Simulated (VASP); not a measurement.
Crystal: InGa3P4.

```
Ga P In
1.0
     3.92730    0.00000    0.00000
     0.00000    3.92730    0.00000
     0.00000    0.00000   11.17724
Ga P In
3 4 1
Direct
  0.00000 0.00000 0.76000
  0.50000 0.50000 0.00000
  0.00000 0.00000 0.24000
  0.00000 0.50000 0.88008
  0.50000 0.00000 0.11992
  0.00000 0.50000 0.35872
  0.50000 0.00000 0.64128
  0.50000 0.50000 0.50000
```

Base run:

| Property | Result |
| --- | --- |
| Program | VASP 6.6.1 |
| Functional | r2SCAN |
| Potentials or basis | VASP PAW PBE potentials, release 64 (Ga_d, P, In_d) |
| Cutoff | 520 eV |
| k mesh | 6 × 6 × 2 |
| Occupations | gaussian, width 0.01 eV |
| Spin | no spin polarisation |

Its results: band gap on the k mesh 1.73 eV (least direct gap 1.76 eV); pressure -0.2 GPa; largest force 0.013 eV/Å.

Problem. The run is repeated on the same cell with these changes: functional from r2SCAN to PBE; occupations from gaussian, width 0.01 eV to fermi-dirac, width 0.02 eV. What comes out?

Solution. Band gap on the k mesh 1.30 eV; pressure 2.2 GPa; largest force 0.021 eV/Å.

Caveats: spin-orbit coupling is left out, which moves the levels of the heavy elements; the PAW data sets were made with another functional, which shifts forces and pressure a little (at least some runs).

A k mesh can miss the band edges.
